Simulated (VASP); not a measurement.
The system is Ag.

```xyz
1
Lattice="0.0000 2.0427 2.0427 2.0427 0.0000 2.0427 2.0427 2.0427 0.0000" Properties=species:S:1:pos:R:3 pbc="T T T"
Ag    0.0000    0.0000    0.0000
```

- Program: VASP 6.6.1
- Task: relaxation of cell and atoms
- Functional: PBEsol
- Potentials or basis: VASP PAW PBE potentials, release 64 (Ag)
- Cutoff: 600 eV
- k mesh: 11 × 11 × 11
- Occupations: fermi-dirac, width 0.05 eV
- Spin: no spin polarisation

At the start: pressure -3.1 GPa; volume 17.05 Å³/atom.

**Question.** How do energy, volume and symmetry change on relaxing?

**Answer.** Over 3 steps the energy falls by 4.7 meV/atom and the volume is 16.58 Å³/atom (-2.8 %); space group Fm-3m (No. 225, to 0.05 Å).

Step by step:
```
step  energy change (eV)  largest force (eV/Å)  pressure (GPa)  volume (Å³)
   1              0.0000                0.0000           -3.10        17.05
   2             -0.0021                0.0000            2.60        16.25
   3             -0.0047                0.0000           -0.01        16.58
```

Final structure:
```xyz
1
Lattice="0.0000 2.0238 2.0238 2.0238 0.0000 2.0238 2.0238 2.0238 0.0000" Properties=species:S:1:pos:R:3 pbc="T T T"
Ag    0.0000    0.0000    0.0000
```

Caveat: the PAW data sets were made with another functional, which shifts forces and pressure a little.
